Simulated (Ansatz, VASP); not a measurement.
# Two plane-wave programs on TlMo4F

File INCAR:

```
ALGO = Normal
EDIFF = 1E-6
EDIFFG = -0.04
ENCUT = 600
GGA = PE
IBRION = 2
ISIF = 3
ISMEAR = 0
LASPH = True
LCHARG = False
LREAL = False
LWAVE = False
NELM = 60
NSW = 90
PREC = Accurate
SIGMA = 0.1
```

Contents of KPOINTS:

```
k-points
0
Gamma
  6 6 6
```

File POSCAR:

```
TlMo4F
1.0
    2.6378591949      1.5229687163      4.4598465409
   -2.6378591949      1.5229687163      4.4598465409
    0.0000000000     -3.0459374325      4.4598465409
Tl Mo F
1 4 1
Direct
    0.9987317301      0.9987317301      0.9987317301
    0.1609200835      0.6279074324      0.6279074324
    0.6279074324      0.1609200835      0.6279074324
    0.6279074324      0.6279074324      0.1609200835
    0.6344195585      0.6344195585      0.6344195585
    0.2001137730      0.2001137730      0.2001137730
```

Input for Ansatz:

```yaml
crystal:
  lattice:
    - [2.6378591949, 1.5229687163, 4.4598465409]
    - [-2.6378591949, 1.5229687163, 4.4598465409]
    - [0.0, -3.0459374325, 4.4598465409]
  atoms:
    - { symbol: Tl, position: [0.9987317301, 0.9987317301, 0.9987317301] }
    - { symbol: Mo, position: [0.1609200835, 0.6279074324, 0.6279074324] }
    - { symbol: Mo, position: [0.6279074324, 0.1609200835, 0.6279074324] }
    - { symbol: Mo, position: [0.6279074324, 0.6279074324, 0.1609200835] }
    - { symbol: Mo, position: [0.6344195585, 0.6344195585, 0.6344195585] }
    - { symbol: F, position: [0.200113773, 0.200113773, 0.200113773] }
basis:
  ecutwfc: 420
kpoints:
  mp_grid: { grid: [6, 6, 6] }
hamiltonian:
  xc: pbe
scf:
  occupations: { method: gaussian, width: 0.1 }
  lower_state_search: "off"
output:
  forces: true
  stress: true
  eigenvalues: true
relax:
  adjacent_minimum: "off"
  f_tol: 0.04
  max_steps: 70
  cell: { stress_tol: 0.4 }
```

Change from the starting cell: species swapped into the YbInCu4 type (F-43m, No. 216).

Alike in both runs: task relaxation of cell and atoms; functional PBE; k mesh 6 × 6 × 6; occupations gaussian, width 0.1 eV; no spin polarisation.

|  | VASP | Ansatz |
| --- | --- | --- |
| version | VASP 6.6.1 | Ansatz 0.2.0 |
| potentials or method | VASP PAW PBE potentials, release 64 (Tl_d, Mo_sv, F), cutoff 600 eV | scalar-relativistic, plane waves, PAW |
| valence electrons in the cell | 76 | 76 |

VASP gave:

```
gap on the k mesh at the Fermi level, each at its own relaxed structure (eV)  : none
relaxed volume (Å³/atom)                                                      : 17.88
relaxed length of the cell vector where the two differ most in proportion (Å) : 5.397
```

Question: Which values does Ansatz return?

Answer: gap on the k mesh at the Fermi level, each at its own relaxed structure (eV): none; relaxed volume (Å³/atom): 17.87; relaxed length of the cell vector where the two differ most in proportion (Å): 5.398.

A gap of «none» marks a metal or a gap that the smearing closes.

Spin-orbit coupling is off throughout.
